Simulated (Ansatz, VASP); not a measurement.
# Ga in VASP and in Ansatz

File POSCAR:

```
Ga
1.0
    0.0000000000      2.1035687955      2.1035687955
    2.1035687955      0.0000000000      2.1035687955
    2.1035687955      2.1035687955      0.0000000000
Ga
1
Direct
    0.0000000000      0.0000000000      0.0000000000
```

The input INCAR.step1:

```
ALGO = Normal
EDIFF = 1E-5
ENCUT = 520
GGA = PE
ISIF = 2
ISMEAR = 0
LASPH = True
LREAL = False
LWAVE = True
NBANDS = 12
NELM = 100
PREC = Accurate
SIGMA = 0.05
```

INCAR.step2

```
ALGO = Normal
EDIFF = 1E-6
ENCUT = 520
GGA = PE
HFSCREEN = 0.2079
ISIF = 2
ISMEAR = 0
ISTART = 1
LASPH = True
LCHARG = True
LELF = True
LHFCALC = True
LREAL = False
LVHAR = True
LWAVE = False
NBANDS = 12
NELM = 100
PREC = Accurate
PRECFOCK = Normal
SIGMA = 0.05
```

Contents of KPOINTS:

```
k-points
0
Gamma
  8 8 8
```

Input for Ansatz:

```yaml
crystal:
  lattice:
    - [0.0, 2.1035687955, 2.1035687955]
    - [2.1035687955, 0.0, 2.1035687955]
    - [2.1035687955, 2.1035687955, 0.0]
  atoms:
    - { symbol: Ga, position: [0.0, 0.0, 0.0] }
basis:
  ecutwfc: 600
  ecutrho_ratio: 5
kpoints:
  mp_grid: { grid: [8, 8, 8] }
hamiltonian:
  xc: hse06
scf:
  occupations: { method: gaussian, width: 0.05 }
output:
  forces: true
  stress: true
  eigenvalues: true
```

Alike in both runs: task single point; functional HSE06; k mesh 8 × 8 × 8; occupations gaussian, width 0.05 eV; no spin polarisation.

|  | VASP | Ansatz |
| --- | --- | --- |
| version | VASP 6.6.1 | Ansatz 0.2.0 |
| potentials or method | VASP PAW PBE potentials, release 64 (Ga_d), cutoff 520 eV | scalar-relativistic, plane waves, PAW |
| valence electrons in the cell | 13 | 13 |

|  | VASP | Ansatz | Ansatz less VASP |
| --- | --- | --- | --- |
| gap on the k mesh at the Fermi level (eV) | none | none | - |
| pressure (GPa) | 0.3 | 0.0 | -0.30 |

A gap of «none» marks a metal or a gap that the smearing closes. With one functional, cell and mesh, what is left measures potentials, basis and numerics. Ansatz's warnings: filled band counts differ across k points, stress exchange threshold loose, stress scf threshold loose.
